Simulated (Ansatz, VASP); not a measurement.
**Two plane-wave programs on SrTe**

```xyz
2
Lattice="0.0000 3.3318 3.3318 3.3318 0.0000 3.3318 3.3318 3.3318 0.0000" Properties=species:S:1:pos:R:3 pbc="T T T"
Sr    3.3318    3.3318    3.3318
Te    0.0000    0.0000    0.0000
```

Alike in both runs: task single point; functional PBE; dispersion D3(BJ); k mesh 6 × 6 × 6; occupations gaussian, width 0.05 eV; no spin polarisation.

|  | VASP | Ansatz |
| --- | --- | --- |
| version | VASP 6.6.1 | Ansatz 0.2.0 |
| potentials or method | VASP PAW PBE potentials, release 64 (Sr_sv, Te), cutoff 500 eV | scalar-relativistic, plane waves, PAW |
| valence electrons in the cell | 16 | 26 |

VASP gave:

```
gap on the k mesh at the Fermi level (eV) : 1.70
least direct gap on the mesh (eV)         : 2.44
pressure (GPa)                            : -0.6
```

Problem. Estimate Ansatz's values.

Solution. gap on the k mesh at the Fermi level (eV): 1.72; least direct gap on the mesh (eV): 2.46; pressure (GPa): -0.7.

VASP's potentials hold 16 valence electrons a cell and Ansatz's 26, so a difference there can come from the potentials and not from the codes.

Neither program's run includes spin-orbit coupling.
